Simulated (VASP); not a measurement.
The system is Rb3Sn.

```xyz
4
Lattice="0.0000 4.6586 4.6586 4.6586 0.0000 4.6586 4.6586 4.6586 0.0000" Properties=species:S:1:pos:R:3 pbc="T T T"
Rb    2.3293    2.3293    2.3293
Rb    6.9879    6.9879    6.9879
Rb    4.6586    4.6586    4.6586
Sn    0.0000    0.0000    0.0000
```

Base run:

```yaml
Program: VASP 6.6.1
Functional: PBE
Potentials_or_basis: VASP PAW PBE potentials, release 64 (Rb_sv, Sn_d)
Cutoff: 520 eV
k_mesh: 4 × 4 × 4
Occupations: gaussian, width 0.1 eV
Spin: collinear spin
Starting_moments: "[0.0, 0.0, 0.0, 1.0] μB"
```

Its results: band gap on the k mesh zero (filled and empty bands overlap); pressure 0.1 GPa; net moment 1.03 μB per cell; site moments Rb +0.01, +0.00 (each value once); Sn +0.32 μB.

The run is repeated on the same cell with these changes: k mesh from 4 × 4 × 4, through Γ to 1 × 1 × 1, shifted; moments at the start from [0.0, 0.0, 0.0, 1.0] to [0.0, 0.0, 0.0, 0.64]. What comes out?

Band gap on the k mesh zero (filled and empty bands touch); pressure -0.6 GPa; net moment 1.00 μB per cell; site moments Rb +0.01, +0.00 (each value once); Sn +0.29 μB.

Caveats: some runs use coarse meshes; spin-orbit coupling is left out, which moves the levels of the heavy elements.
